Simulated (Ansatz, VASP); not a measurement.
This is a calculation of TaTl for VASP 6.6.1.

The input INCAR:

```
SYSTEM = TaTl
ALGO     = Normal         ! electronic algorithm
EDIFF    = 1E-7           ! SCF threshold, eV
ENCUT    = 520            ! plane-wave cutoff, eV
GGA      = PE             ! functional
ISIF     = 2              ! what is computed and relaxed
ISMEAR   = -1             ! smearing method
LASPH    = .TRUE.         ! aspherical terms in the spheres
LCHARG   = .FALSE.        ! write CHGCAR
LREAL    = .FALSE.        ! projectors in reciprocal space
LWAVE    = .FALSE.        ! write WAVECAR
NBANDS   = 19             ! bands
NELM     = 80             ! most SCF steps
PREC     = Accurate       ! precision mode
SIGMA    = 0.05           ! smearing width, eV
```

KPOINTS

```
k-points
0
G
  8 8 6
  0 0 0
```

The input POSCAR:

```
TaTl
1.0
    3.4488852047      0.0000000000      0.0000000000
    0.0000000000      3.4488852047      0.0000000000
    0.0000000000      0.0000000000      4.2616626685
Ta Tl
1 1
Direct
    0.5000000000      0.5000000000      0.5000000000
    0.0000000000      0.0000000000      0.0000000000
```

Potentials or basis: VASP PAW PBE potentials, release 64 (Ta_pv, Tl_d).

Launch:

```console
$ cat potpaw_PBE.64/Ta_pv/POTCAR potpaw_PBE.64/Tl_d/POTCAR > POTCAR
$ mpirun -np 1 vasp_std > vasp.out
```

Translate it to Ansatz 0.2.0. Potentials there: all-electron LAPW, scalar-relativistic.

As run (the cutoff follows the program's own potentials):

The input input.yaml:

```yaml
crystal:
  lattice:
    - [3.4488852047, 0.0, 0.0]
    - [0.0, 3.4488852047, 0.0]
    - [0.0, 0.0, 4.2616626685]
  atoms:
    - { symbol: Ta, position: [0.5, 0.5, 0.5] }
    - { symbol: Tl, position: [0.0, 0.0, 0.0] }
kpoints:
  mp_grid: { grid: [8, 8, 6] }
scf:
  occupations: { method: fermi_dirac, width: 0.05 }
hamiltonian:
  xc: pbe
  pseudopotentials: { kind: all_electron, lapw: { basis_error: 0.0005 } }
output:
  forces: true
  stress: true
  eigenvalues: true
```

Potentials or basis: all-electron LAPW, scalar-relativistic.

The run is started by

```sh
$ ansatz run input.yaml --threads 1 --pin off --max-ram 3072MiB --backend cpu --events-out ev --progress --plain --runs-dir out
```

Both were run:

|  | VASP | Ansatz | Ansatz less VASP |
| --- | --- | --- | --- |
| gap on the k mesh at the Fermi level (eV) | none | none | - |
| pressure (GPa) | -15.8 | -15.7 | +0.08 |
| traceless stress, the component that is largest in VASP (GPa) | 4.28 | 4.30 | +0.017 |

A gap of «none» marks a metal or a gap that the smearing closes. Ansatz ran all-electron here, and VASP with PAW potentials.

Neither program's run includes spin-orbit coupling.
